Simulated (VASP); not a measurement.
A run of VASP 6.6.1 is set up as follows.

The input INCAR:

```
SYSTEM = RbCaH3
PREC = Accurate
ENCUT = 520
EDIFF = 1E-6
ISMEAR = 0
SIGMA = 0.05
LREAL = .FALSE.
LASPH = .TRUE.
NELM = 60
ALGO = Normal
ISIF = 2
LWAVE = .FALSE.
LCHARG = .FALSE.
NBANDS = 19
```

The input KPOINTS:

```
regular mesh
0
G
  6 6 6
  0 0 0
```

Contents of POSCAR:

```
RbCaH3
1.0
    4.5470000000      0.0000000000      0.0000000000
    0.0000000000      4.5470000000      0.0000000000
    0.0000000000      0.0000000000      4.5470000000
Rb Ca H
1 1 3
Direct
    0.0000000000      0.0000000000     -0.0549813064
    0.5000000000      0.5000000000      0.5000000000
    0.0000000000      0.5000000000      0.5000000000
    0.5000000000      0.0000000000      0.5000000000
    0.5000000000      0.5000000000      0.0000000000
```

Potentials or basis: VASP PAW LDA potentials, release 64 (Rb_sv, Ca_sv, H).

Launch:

```console
$ cat potpaw_LDA.64/Rb_sv/POTCAR potpaw_LDA.64/Ca_sv/POTCAR potpaw_LDA.64/H/POTCAR > POTCAR
$ mpirun -np 1 vasp_std > vasp.out
```

(1) What does it give for the band gap on the k mesh?

(2) What does it give for the pressure?

(3) Estimate the largest force.

## Answers

(1) 2.92 eV, direct.

(2) -2.2 GPa.

(3) 0.217 eV/Å.

Caveat: the cell differs from its parent crystal (all Rb atoms moved -0.250 Å, as atom 1 along Cartesian [0 0 1]).
